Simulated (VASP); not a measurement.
# MgWSe3: single point with PBE

The system is MgWSe3.

```
Mg W Se
1.0
     4.97640    0.00000    0.00000
     0.00000    4.97640    0.00000
     0.00000    0.00000    4.97640
Mg W Se
1 1 3
Direct
  0.00000 0.00000 0.00000
  0.50000 0.50000 0.50000
  0.50000 0.00000 0.00000
  0.00000 0.50000 0.00000
  0.00000 0.00000 0.50000
```

- Program: VASP 6.6.1
- Task: single point
- Functional: PBE
- Potentials or basis: VASP PAW PBE potentials, release 64 (Mg, W_sv, Se)
- Cutoff: 520 eV
- k mesh: 4 × 4 × 4
- Occupations: gaussian, width 0.1 eV
- Spin: no spin polarisation
- Dipole correction: no
- Further INCAR settings: ALGO = Normal; EDIFF = 1e-07; NBANDS = 25

* Pressure: -5.1 GPa
* Band gap on the k mesh: zero (band 17 reaches 3.40 eV, above the bottom of band 18 at 2.97 eV)

Levels at points of the mesh, in eV from the Fermi level:
| k point | band 14 | band 15 | band 16 | band 17 | band 18 | band 19 | band 20 | band 21 |
| --- | --- | --- | --- | --- | --- | --- | --- | --- |
| (0.00, 0.00, 0.00) | -0.75 | -0.35 | -0.35 | -0.21 | -0.21 | -0.21 | -0.04 | -0.04 |
| (0.50, 0.00, 0.00) | -1.80 | -0.82 | -0.82 | -0.15 | 0.02 | 1.19 | 1.30 | 1.30 |
| (0.50, 0.50, 0.00) | -1.95 | -0.39 | -0.36 | -0.12 | 0.06 | 1.17 | 1.17 | 1.36 |
| (0.50, 0.50, 0.50) | -0.34 | 0.00 | 0.00 | 0.00 | 0.12 | 0.12 | 0.71 | 0.71 |

Wall time 26 s on 1 thread of Intel(R) Xeon(R) 6975P-C (Granite Rapids), with other jobs on the host, peak memory 0.25 GiB.

Caveat: spin-orbit coupling is left out, which moves the levels of the heavy elements.
